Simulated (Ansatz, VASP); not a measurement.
**Two plane-wave programs on Bi2O**

INCAR

```
PREC = Accurate
ENCUT = 520
EDIFF = 1E-6
ISMEAR = 0
SIGMA = 0.1
LREAL = F
LASPH = T
NELM = 150
ALGO = Normal
ISIF = 2
LWAVE = F
LCHARG = F
ISPIN = 2
MAGMOM = 0 0 1
LORBIT = 11
GGA = CA
NBANDS = 29
```

File KPOINTS:

```
Automatic mesh
0
Gamma
  6 6 6
```

POSCAR

```
Bi2O
1.0
    0.0000000000     -4.7532325118      0.0000000000
    4.7532325118      0.0000000000      0.0000000000
   -2.3766162559      2.3766162559      8.2689634701
Bi O
2 1
Direct
    0.1407579200      0.1407579200      0.2815158400
    0.8592420800      0.8592420800      0.7184841600
    0.5000000000      0.5000000000      0.0000000000
```

Input for Ansatz:

```yaml
crystal:
  lattice:
    - [0.0, -4.7532325118, 0.0]
    - [4.7532325118, 0.0, 0.0]
    - [-2.3766162559, 2.3766162559, 8.2689634701]
  atoms:
    - { symbol: Bi, position: [0.14075792, 0.14075792, 0.28151584] }
    - { symbol: Bi, position: [0.85924208, 0.85924208, 0.71848416] }
    - { symbol: O, position: [0.5, 0.5, 0.0], spin: 1.0 }
magnetization:
  spin_polarized: true
basis:
  ecutwfc: 420
  fft_grid_basis: typed
kpoints:
  mp_grid: { grid: [6, 6, 6] }
hamiltonian:
  xc: lda
  pseudopotentials: { kind: paw }
scf:
  occupations: { method: gaussian, width: 0.1 }
output:
  forces: true
  stress: true
  eigenvalues: true
  bader: true
  write_density: true
  volumetric_format: npy
  populations: true
```

Alike in both runs: task single point; functional LDA; k mesh 6 × 6 × 6; occupations gaussian, width 0.1 eV; collinear spin.

|  | VASP | Ansatz |
| --- | --- | --- |
| version | VASP 6.6.1 | Ansatz 0.2.0 |
| potentials or method | VASP PAW LDA potentials, release 64 (Bi_d, O), cutoff 520 eV | scalar-relativistic, plane waves, PAW |
| valence electrons in the cell | 36 | 36 |

|  | VASP | Ansatz | Ansatz less VASP |
| --- | --- | --- | --- |
| gap on the k mesh at the Fermi level (eV) | none | none | - |
| rms of the force components (eV/Å) | 0.133 | 0.095 | -0.0381 |
| net moment per atom (μB) | 0.00 | 0.49 | +0.488 |
| size of the moment on the site where the two differ most (μB) | 0.00 | 1.48 | +1.475 |

The net moments are unlike, so the other rows may belong to different states. LDA's correlation is that of Perdew and Zunger in VASP and of Perdew and Wang (1992) in Ansatz. Site moments also hang on the region over which each program counts them. Atom by atom the forces differ by 0.038 eV/Å (rms over components). A gap of «none» marks a metal or a gap that the smearing closes.

Spin-orbit coupling is off throughout.
